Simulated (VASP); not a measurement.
A run of VASP 6.6.1:

Contents of INCAR:

```
SYSTEM = TlPt
PREC = Accurate
ENCUT = 520
EDIFF = 1E-7
ISMEAR = 0
SIGMA = 0.1
LREAL = .FALSE.
LASPH = .TRUE.
NELM = 100
ALGO = Fast
ISIF = 2
LWAVE = .FALSE.
LCHARG = .FALSE.
GGA = PE
NBANDS = 44
```

The input KPOINTS:

```
Automatic mesh
0
G
  6 6 10
  0 0 0
```

File POSCAR:

```
TlPt
1.0
    6.5768253005      0.0000000000      0.0000000000
   -3.2884126502      5.6956977865      0.0000000000
    0.0000000000      0.0000000000      3.9903951324
Tl Pt
3 3
Direct
    0.0000000000      0.5000000000      0.0000000000
    0.5000000000      0.0000000000      0.0000000000
    0.5000000000      0.5000000000      0.0000000000
    0.0000000000      0.0000000000      0.0000000000
    0.6666666667      0.3333333333      0.5000000000
    0.3333333333      0.6666666667      0.5000000000
```

Potentials or basis: VASP PAW PBE potentials, release 64 (Tl_d, Pt).

Command:

```console
$ cat potpaw_PBE.64/Tl_d/POTCAR potpaw_PBE.64/Pt/POTCAR > POTCAR
$ mpirun -np 1 vasp_std > vasp.out
```

Hardware: 1 thread of Intel(R) Xeon(R) 6975P-C (Granite Rapids) (shared host).

Q: Estimate the wall time of this run.

A: Run time: 2.3 min on 1 thread of Intel(R) Xeon(R) 6975P-C (Granite Rapids), on a shared host, peak memory 0.4 GiB. Counts: scf iterations 16, k points 42.
